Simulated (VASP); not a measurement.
Input of a VASP 6.6.1 run:

File INCAR:

```
SYSTEM = LiGeN
PREC = Accurate
ENCUT = 520
EDIFF = 1E-6
ISMEAR = 0
SIGMA = 0.02
LREAL = .FALSE.
LASPH = .TRUE.
NELM = 60
ALGO = Normal
ISIF = 2
LWAVE = .FALSE.
LCHARG = .TRUE.
GGA = PE
LELF = .TRUE.
LVHAR = .TRUE.
NBANDS = 31
```

Contents of KPOINTS:

```
regular mesh
0
G
  12 12 4
  0 0 0
```

POSCAR

```
LiGeN
1.0
    3.0153703257      0.0000000000      0.0000000000
   -1.5076851629      2.6113873039      0.0000000000
    0.0000000000      0.0000000000      9.4299282222
Li Ge N
2 2 2
Direct
    0.6666666667      0.3333333333      0.7416379126
    0.3333333333      0.6666666667      0.2416379126
    0.0000000000      0.0000000000      0.4985953416
    0.0000000000      0.0000000000      0.9985953416
    0.3333333333      0.6666666667      0.6044047659
    0.6666666667      0.3333333333      0.1044047659
```

Potentials or basis: VASP PAW PBE potentials, release 64 (Li_sv, Ge_d, N).

Launch:

```sh
$ cat potpaw_PBE.64/Li_sv/POTCAR potpaw_PBE.64/Ge_d/POTCAR potpaw_PBE.64/N/POTCAR > POTCAR
$ mpirun -np 1 vasp_std > vasp.out
```

Task: Predict the largest force.

Result: 0.021 eV/Å.

Task: Estimate the band gap on the k mesh.

Result: 1.46 eV, indirect (least direct gap 2.44 eV).

Forces on the atoms (eV/Å):
```
Li   0.000  0.000  0.005
Li   0.000  0.000  0.005
Ge   0.000  0.000 -0.021
Ge   0.000  0.000 -0.021
N    0.000  0.000  0.016
N    0.000  0.000  0.016
```

 A k mesh can miss the band edges.
